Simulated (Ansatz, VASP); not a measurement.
## Mg3SeS2: VASP beside Ansatz

```
CELL_PARAMETERS angstrom
0.00000 4.91565 6.37443
2.73156 0.00000 6.37443
2.73156 4.91565 0.00000
ATOMIC_POSITIONS crystal
Mg 0.20776 0.20776 0.79224
Mg 0.79224 0.79224 0.20776
Mg 0.50000 0.50000 0.50000
Se 0.00000 0.00000 0.00000
S 0.25259 0.74741 0.25259
S 0.74741 0.25259 0.74741
```

Alike in both runs: functional PBE; k mesh 8 × 8 × 8; occupations gaussian, width 0.1 eV; no spin polarisation.

Ansatz relaxed the structure, and its values are those at the end. VASP's run is a single point on that final structure, the one shown.

|  | VASP | Ansatz |
| --- | --- | --- |
| version | VASP 6.6.1 | Ansatz 0.2.0 |
| potentials or method | VASP PAW PBE potentials, release 64 (Mg, Se, S), cutoff 520 eV | scalar-relativistic, plane waves, PAW |
| valence electrons in the cell | 24 | 58 |

|  | VASP | Ansatz | Ansatz less VASP |
| --- | --- | --- | --- |
| gap on the k mesh at the Fermi level (eV) | none | none | - |
| pressure (GPa) | -0.1 | 0.0 | +0.07 |

A gap of «none» marks a metal or a gap that the smearing closes. VASP's potentials hold 24 valence electrons a cell and Ansatz's 58, so a difference there can come from the potentials and not from the codes.
